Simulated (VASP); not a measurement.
# SrO (rock salt type) (Fm-3m) in VASP: a series of runs

SrO (rock salt type) is run at these levels: r2SCAN, PBE; tasks: single point.

All numbers are computed with VASP 6.6.1; they aren't measurements. Logs are shortened: lines on timing, memory, paths and dates and some standing lists are left out, and cuts for length are marked.

### 1 The cell of the first run

Symmetry: Fm-3m, No. 225, cubic system. The conventional cell has a = 5.213 Å, b = 5.213 Å, c = 5.213 Å, α = 90.00°, β = 90.00°, γ = 90.00°. Within 3.4 Å of Sr (site symmetry m-3m) lie 6 O at 2.61 Å. O (site symmetry m-3m) has 6 Sr at 2.61 Å within 3.4 Å.

### 2 Single point, r2SCAN

Input file POSCAR:

```
SrO
1.0
    0.0000000000      2.6062574920      2.6062574920
    2.6062574920      0.0000000000      2.6062574920
    2.6062574920      2.6062574920      0.0000000000
Sr O
1 1
Direct
    0.0000000000      0.0000000000      0.0000000000
    0.5000000000      0.5000000000      0.5000000000
```

Input file INCAR.step1:

```
PREC = Accurate ; ENCUT = 520
ISMEAR = -1 ; SIGMA = 0.1
LREAL = False ; LASPH = True
NELM = 80 ; NBANDS = 15
GGA = PE ; ALGO = Normal
EDIFF = 1E-4 ; LWAVE = True
LCHARG = False
```

Input file INCAR.step2:

```
PREC = Accurate ; ENCUT = 520
EDIFF = 1E-6 ; ISMEAR = -1
SIGMA = 0.1 ; LREAL = False
LASPH = True ; NELM = 80
ALGO = Normal ; ISIF = 2
LWAVE = False ; LCHARG = True
METAGGA = R2SCAN ; LMIXTAU = True
LELF = True ; LVHAR = True
NBANDS = 15 ; ISTART = 1
```

Input file KPOINTS:

```
Automatic mesh
0
Gamma
  11 11 11
```

Potentials or basis: VASP PAW PBE potentials, release 64 (Sr_sv, O).

The run is started by

```console
$ cat potpaw_PBE.64/Sr_sv/POTCAR potpaw_PBE.64/O/POTCAR > POTCAR
$ cp INCAR.step1 INCAR
$ mpirun -np 1 vasp_std > vasp.out
$ cp INCAR.step2 INCAR
$ mpirun -np 1 vasp_std > vasp.out
```

OUTCAR:

```text
PREC = Accurate
   ENCUT = 520
   EDIFF = 1E-6
   ISMEAR = -1
   LREAL = False
   LASPH = True
   NELM = 80
   ISIF = 2
   METAGGA = R2SCAN
   ISTART = 1

 ion  position               nearest neighbor table
   1  0.000  0.000  0.000-   2 2.61   2 2.61   2 2.61   2 2.61   2 2.61   2 2.61
   2  0.500  0.500  0.500-   1 2.61   1 2.61   1 2.61   1 2.61   1 2.61   1 2.61

  LATTYP: Found a face centered cubic cell.
 ALAT       =     5.2125149840

  Lattice vectors:

 A1 = (   0.0000000000,   2.6062574920,   2.6062574920)
 A2 = (   2.6062574920,   0.0000000000,   2.6062574920)
 A3 = (   2.6062574920,   2.6062574920,   0.0000000000)

Analysis of symmetry for initial positions (statically):
=====================================================================
 Subroutine PRICEL returns:
 Original cell was already a primitive cell.

 Routine SETGRP: Setting up the symmetry group for a
 face centered cubic supercell.

 Subroutine GETGRP returns: Found 48 space group operations
 (whereof 48 operations were pure point group operations)
 out of a pool of 48 trial point group operations.

The static configuration has the point symmetry O_h .

Analysis of symmetry for dynamics (positions and initial velocities):
=====================================================================
 Subroutine PRICEL returns:
 Original cell was already a primitive cell.

 Routine SETGRP: Setting up the symmetry group for a
 face centered cubic supercell.

 Subroutine GETGRP returns: Found 48 space group operations
 (whereof 48 operations were pure point group operations)
 out of a pool of 48 trial point group operations.

The dynamic configuration has the point symmetry O_h .

 Subroutine INISYM returns: Found 48 space group operations
 (whereof 48 operations are pure point group operations),
 and found     1 'primitive' translations

----------------------------------------------------------------------------------------

                                     Primitive cell

  volume of cell :      35.4064

  direct lattice vectors                    reciprocal lattice vectors
     0.000000000  2.606257492  2.606257492    -0.191845971  0.191845971  0.191845971
     2.606257492  0.000000000  2.606257492     0.191845971 -0.191845971  0.191845971
     2.606257492  2.606257492  0.000000000     0.191845971  0.191845971 -0.191845971

  length of vectors
     3.685804692  3.685804692  3.685804692     0.332286970  0.332286970  0.332286970

  position of ions in fractional coordinates (direct lattice)
     0.000000000  0.000000000  0.000000000
     0.500000000  0.500000000  0.500000000

  ion indices of the primitive-cell ions
   primitive index   ion index
                 1           1
                 2           2

----------------------------------------------------------------------------------------

 KPOINTS: Automatic mesh

Automatic generation of k-mesh.
 Grid dimensions read from file:
 generate k-points for:   11   11   11

 Generating k-lattice:

  Cartesian coordinates                     Fractional coordinates (reciprocal lattice)
    -0.017440543  0.017440543  0.017440543     0.090909091  0.000000000  0.000000000
     0.017440543 -0.017440543  0.017440543     0.000000000  0.090909091  0.000000000
     0.017440543  0.017440543 -0.017440543     0.000000000  0.000000000  0.090909091

  Length of vectors
     0.030207906  0.030207906  0.030207906

  Shift w.r.t. Gamma in fractional coordinates (k-lattice)
     0.000000000  0.000000000  0.000000000

 Subroutine IBZKPT returns following result:
 ===========================================

 Found     56 irreducible k-points:

 Following reciprocal coordinates:
            Coordinates               Weight
  0.000000  0.000000  0.000000      1.000000
  0.090909  0.000000  0.000000      8.000000
  0.181818  0.000000  0.000000      8.000000
  0.272727  0.000000  0.000000      8.000000
  0.363636  0.000000  0.000000      8.000000
  0.454545  0.000000  0.000000      8.000000
[... 16 lines left out ...]
 -0.272727  0.181818  0.000000     24.000000
 -0.181818  0.181818  0.000000     12.000000
 [... further k-points ...]
   k-points           NKPTS =     56   k-points in BZ     NKDIM =     56   number of bands    NBANDS=     15
   number of dos      NEDOS =    301   number of ions     NIONS =      2
   total plane-waves  NPLWV =  21952
   dimension x,y,z NGX =    28 NGY =   28 NGZ =   28
   dimension x,y,z NGXF=    56 NGYF=   56 NGZF=   56
   ions per type =               1   1
   NGX,Y,Z   is equivalent  to a cutoff of  12.63, 12.63, 12.63 a.u.
   NGXF,Y,Z  is equivalent  to a cutoff of  25.26, 25.26, 25.26 a.u.
 SYSTEM =  unknown system
   PREC   = accura    normal or accurate (medium, high low for compatibility)
   ISTART =      1    job   : 0-new  1-cont  2-samecut
   ICHARG =      0    charge: 1-file 2-atom 10-const
   ISPIN  =      1    spin polarized calculation?
   LNONCOLLINEAR =      F non collinear calculations
   LSORBIT =      F    spin-orbit coupling
   LASPH  =      T    aspherical Exc in radial PAW
   ENCUT  =  520.0 eV  38.22 Ry    6.18 a.u.   6.85  6.85  6.85*2*pi/ulx,y,z
   NELM   =     80;   NELMIN=  2; NELMDL=  0     # of ELM steps
   EDIFF  = 0.1E-05   stopping-criterion for ELM
   LREAL  =      F    real-space projection
   EDIFFG = 0.1E-04   stopping-criterion for IOM
   NSW    =      0    number of steps for IOM
   IBRION =     -1    ionic relax: 0-MD 1-quasi-New 2-CG
   NFREE  =      0    steps in history (QN), initial steepest desc. (CG)
   ISIF   =      2    stress and relaxation
   ISYM   =      2    0-nonsym 1-usesym 2-fastsym
   POTIM  = 0.5000    time-step for ionic-motion
   TEBEG  =    0.0;   TEEND  =   0.0 temperature during run
   PSTRESS=    0.0 pullay stress
   NELECT =      16.0000    total number of electrons
   NUPDOWN=      -1.0000    fix difference up-down
   EMIN   =  10.00;   EMAX   =-10.00  energy-range for DOS
   EFERMI =   0.00;   METHOD = LEGACY
   ISMEAR =    -1;   SIGMA  =   0.10  broadening in eV -4-tet -1-fermi 0-gaus
   EFERMI_NEDOS =   21; number of points for ismear=-14 and -15
   IALGO  =     38    algorithm
   IMIX   =      4    mixing-type and parameters
     AMIX     =   0.40;   BMIX     =  1.00
     AMIX_MAG =   1.60;   BMIX_MAG =  1.00
  volume/ion in A,a.u.               =      17.70       119.47
  Fermi-wavevector in a.u.,A,eV,Ry     =   1.256283  2.374031 21.473356  1.578247
  Thomas-Fermi vector in A             =   2.389999
   LORBIT       =      0    0 simple, 1 ext, 2 COOP (PROOUT), +10 PAW based schemes
   METAGGA = R2SCAN    functional components
   LHFCALC =     F    Hartree Fock is set to
   AEXX    =    0.0000 exact exchange contribution
   IVDW    =     0    specifies the selected vdW correction
   LEPSILON=     F    determine dielectric tensor
   LRPA    =     F    only Hartree local field effects (RPA)
 non-spin polarized calculation
  energy-cutoff  :      520.00
  volume of cell :       35.41
 maximum number of plane-waves:       967
   NGX = 13   NGY = 13   NGZ = 13

 number of electron      16.0000001 magnetization

 Free energy of the ion-electron system (eV)
  ---------------------------------------------------
  ext. energy  EPLUGINS =         0.00000000
  ---------------------------------------------------
  free energy    TOTEN  =       -27.05073870 eV

  energy without entropy =      -27.05073870  energy(sigma->0) =      -27.05073870

 E-fermi :   3.1664     XC(G=0): -10.3772

 val. band max:        1.1568954420   @ k =   0.0000   0.0000   0.0000
 cond. band min:       4.9550945939   @ k =   0.4545   0.4545   0.0000
 fundamental gap:      3.7981991519
 Fermi energy:         3.1664004857

 k-point     1 :       0.0000    0.0000    0.0000
  band No.  band energies     occupation
      1     -32.4671      2.00000
      2     -14.8207      2.00000
      3     -13.5296      2.00000
      4     -13.5296      2.00000
      5     -13.5296      2.00000
      6       1.1569      2.00000
      7       1.1569      2.00000
      8       1.1569      2.00000
      9       5.5167      0.00000
     10       7.8389      0.00000
     11       7.8389      0.00000
     12       7.8389      0.00000
     13      10.0685      0.00000
     14      10.0685      0.00000
     15      14.2418      0.00000

 k-point     2 :       0.0909    0.0000    0.0000
  band No.  band energies     occupation
      1     -32.4580      2.00000
      2     -14.9864      2.00000
      3     -13.5353      2.00000
      4     -13.5353      2.00000
      5     -13.3869      2.00000
      6       0.9216      2.00000
      7       1.0584      2.00000
      8       1.0584      2.00000
      9       5.8875      0.00000
     10       7.7395      0.00000
     11       7.9980      0.00000
     12       7.9980      0.00000
     13      10.2773      0.00000
     14      10.2773      0.00000
     15      14.7816      0.00000

 k-point     3 :       0.1818    0.0000    0.0000
  band No.  band energies     occupation
      1     -32.4336      2.00000
      2     -15.3290      2.00000
      3     -13.5504      2.00000
      4     -13.5504      2.00000
      5     -13.1057      2.00000
      6       0.3943      2.00000
      7       0.8098      2.00000
      8       0.8098      2.00000
      9       6.8031      0.00000
     10       7.6088      0.00000
     11       8.4530      0.00000
     12       8.4530      0.00000
     13      10.8449      0.00000
     14      10.8449      0.00000
     15      16.1133      0.00000
[... 343 lines left out ...]
 k-point    23 :      -0.2727    0.1818    0.0000
  band No.  band energies     occupation
      1     -32.3636      2.00000
      2     -15.7972      2.00000
      3     -13.8130      2.00000
      4     -13.5818      2.00000
      5     -12.7572      2.00000
      6      -0.4463      2.00000
      7       0.2100      2.00000
      8       0.6968      2.00000
      9       7.6157      0.00000
     10       8.4840      0.00000
     11       9.5817      0.00000
     12      10.2628      0.00000
     13      12.6734      0.00000
     14      12.8603      0.00000
     15      16.6210      0.00000

 k-point    24 :      -0.1818    0.1818    0.0000
  band No.  band energies     occupation
      1     -32.3908      2.00000
      2     -15.6502      2.00000
      3     -13.7349      2.00000
      4     -13.5503      2.00000
      5     -12.8372      2.00000
      6      -0.2394      2.00000
      7       0.3461      2.00000
      8       0.8641      2.00000
      9       7.3731      0.00000
     10       7.9069      0.00000
     11       8.9497      0.00000
     12       9.8708      0.00000
     13      11.7014      0.00000
     14      12.0904      0.00000
     15      17.9658      0.00000

 [... further k-points ...]

------------------------ aborting loop because EDIFF is reached ----------------------------------------

  FORCE on cell =-STRESS in cart. coord.  units (eV):
  Direction    XX          YY          ZZ          XY          YZ          ZX
  --------------------------------------------------------------------------------------
  -------------------------------------------------------------------------------------
  Total       -0.4881901     -0.4881901     -0.4881901      0.0000000      0.0000000     -0.0000000
  in kB      -22.0911132    -22.0911132    -22.0911132      0.0000000      0.0000000     -0.0000000
  external PRESSURE =     -22.0911132 kB  Pullay stress =       0.0000000 kB

 VOLUME and BASIS-vectors are now :
 -----------------------------------------------------------------------------
  energy-cutoff  :      520.00
  volume of cell :       35.41
      direct lattice vectors                 reciprocal lattice vectors
     0.000000000  2.606257492  2.606257492    -0.191845971  0.191845971  0.191845971
     2.606257492  0.000000000  2.606257492     0.191845971 -0.191845971  0.191845971
     2.606257492  2.606257492  0.000000000     0.191845971  0.191845971 -0.191845971

 POSITION                                       TOTAL-FORCE (eV/Angst)
 -----------------------------------------------------------------------------------
      0.00000      0.00000      0.00000        -0.000000     -0.000000      0.000000
      2.60626      2.60626      2.60626         0.000000      0.000000     -0.000000
 -----------------------------------------------------------------------------------
    total drift:                                0.000000      0.000000      0.000000

  FREE ENERGIE OF THE ION-ELECTRON SYSTEM (eV)
  ---------------------------------------------------
  free  energy   TOTEN  =       -27.0507386962 eV

  energy  without entropy=      -27.0507386951  energy(sigma->0) =      -27.05073870
```

Run time: 3.2 min. Hardware: 1 thread of Intel Xeon 8259CL, shared host; peak memory 0.18 GiB.

Results:

* Free energy: -27.0507 eV
* Pressure: -2.2 GPa
* Band gap on the k mesh: 3.80 eV (least direct gap 3.91 eV)

Levels at points of the mesh, in eV from the valence-band top:
```csv
k point,band 4,band 5,band 6,band 7,band 8,band 9,band 10,band 11,band 12,band 13
"(0.00, 0.00, 0.00)",-14.69,-14.69,0.00,0.00,0.00,4.36,6.68,6.68,6.68,8.91
```

Caveat: the PAW data sets were made with another functional, which shifts forces and pressure a little; an odd mesh through Γ misses points on the zone boundary, where band edges can lie.

### 3 Single point, r2SCAN

POSCAR is that of step 2.

Input file INCAR.step1:

```
SYSTEM = SrO
PREC = Accurate ; ENCUT = 520
ISMEAR = -1 ; SIGMA = 0.1
LREAL = .FALSE. ; LASPH = .TRUE.
NELM = 60 ; NBANDS = 15
GGA = PE ; ALGO = Normal
EDIFF = 1E-4 ; LWAVE = .TRUE.
LCHARG = .FALSE.
```

Input file INCAR.step2:

```
SYSTEM = SrO
PREC = Accurate ; ENCUT = 520
EDIFF = 1E-6 ; ISMEAR = -1
SIGMA = 0.1 ; LREAL = .FALSE.
LASPH = .TRUE. ; NELM = 60
ALGO = Normal ; ISIF = 2
LWAVE = .FALSE. ; LCHARG = .FALSE.
METAGGA = R2SCAN ; LMIXTAU = .TRUE.
NBANDS = 15 ; ISTART = 1
```

Input file KPOINTS:

```
Automatic mesh
0
G
  11 11 11
  0 0 0
```

Potentials or basis: VASP PAW PBE potentials, release 64 (Sr_sv, O).

The run is started by

```console
$ cat potpaw_PBE.64/Sr_sv/POTCAR potpaw_PBE.64/O/POTCAR > POTCAR
$ cp INCAR.step1 INCAR
$ mpirun -np 1 vasp_std > vasp.out
$ cp INCAR.step2 INCAR
$ mpirun -np 1 vasp_std > vasp.out
```

Wall time 3.4 min (1 thread of Intel Xeon 8259CL, shared host); peak memory 0.18 GiB.

It converged, with:

```yaml
Free_energy: -27.0507 eV
Pressure: -2.2 GPa
Band_gap_on_the_k_mesh: 3.80 eV (least direct gap 3.91 eV)
```

Levels at points of the mesh, in eV from the valence-band top:
| k point | band 6 | band 7 | band 8 | band 9 | band 10 | band 11 |
| --- | --- | --- | --- | --- | --- | --- |
| (0.00, 0.00, 0.00) | 0.00 | 0.00 | 0.00 | 4.36 | 6.68 | 6.68 |

Caveat: the PAW data sets were made with another functional, which shifts forces and pressure a little; an odd mesh through Γ misses points on the zone boundary, where band edges can lie.

### 4 Single point, r2SCAN

This run uses another cell than the first one, of 18.23 Å³/atom.

Input file POSCAR:

```
SrO
1.0
    0.0000000000      2.6318106655      2.6318106655
    2.6318106655      0.0000000000      2.6318106655
    2.6318106655      2.6318106655      0.0000000000
Sr O
1 1
Direct
    0.0000000000      0.0000000000      0.0000000000
    0.5000000000      0.5000000000      0.5000000000
```

Input file INCAR.step1:

```
SYSTEM = SrO
ALGO = Normal
EDIFF = 1E-4
ENCUT = 520
GGA = PE
ISMEAR = -1
LASPH = .True.
LCHARG = .False.
LREAL = .False.
LWAVE = .True.
NBANDS = 15
NELM = 100
PREC = Accurate
SIGMA = 0.1
```

Input file INCAR.step2:

```
SYSTEM = SrO
ALGO = Normal
EDIFF = 1E-6
ENCUT = 520
ISIF = 2
ISMEAR = -1
ISTART = 1
LASPH = .True.
LCHARG = .True.
LELF = .True.
LMIXTAU = .True.
LREAL = .False.
LVHAR = .True.
LWAVE = .False.
METAGGA = R2SCAN
NBANDS = 15
NELM = 100
PREC = Accurate
SIGMA = 0.1
```

Input file KPOINTS:

```
k-points
0
Gamma
  11 11 11
  0 0 0
```

The run is started by

```console
$ cat potpaw_PBE.64/Sr_sv/POTCAR potpaw_PBE.64/O/POTCAR > POTCAR
$ cp INCAR.step1 INCAR
$ mpirun -np 1 vasp_std > vasp.out
$ cp INCAR.step2 INCAR
$ mpirun -np 1 vasp_std > vasp.out
```

Wall time 2.5 min (1 thread of Intel Xeon 8259CL, shared host); peak memory 0.19 GiB.

Results (log left out):

```
Free energy            : -27.0293 eV
Pressure               : -4.5 GPa
Band gap on the k mesh : 3.80 eV (least direct gap 3.94 eV)
```

Levels at points of the mesh, in eV from the valence-band top:
| k point | band 4 | band 5 | band 6 | band 7 | band 8 | band 9 | band 10 | band 11 | band 12 | band 13 |
| --- | --- | --- | --- | --- | --- | --- | --- | --- | --- | --- |
| (0.00, 0.00, 0.00) | -14.83 | -14.83 | 0.00 | 0.00 | 0.00 | 4.15 | 6.61 | 6.61 | 6.61 | 8.78 |

Caveat: the cell stands under tension; the PAW data sets were made with another functional, which shifts forces and pressure a little; an odd mesh through Γ misses points on the zone boundary, where band edges can lie.

[end of part 1 of 2]
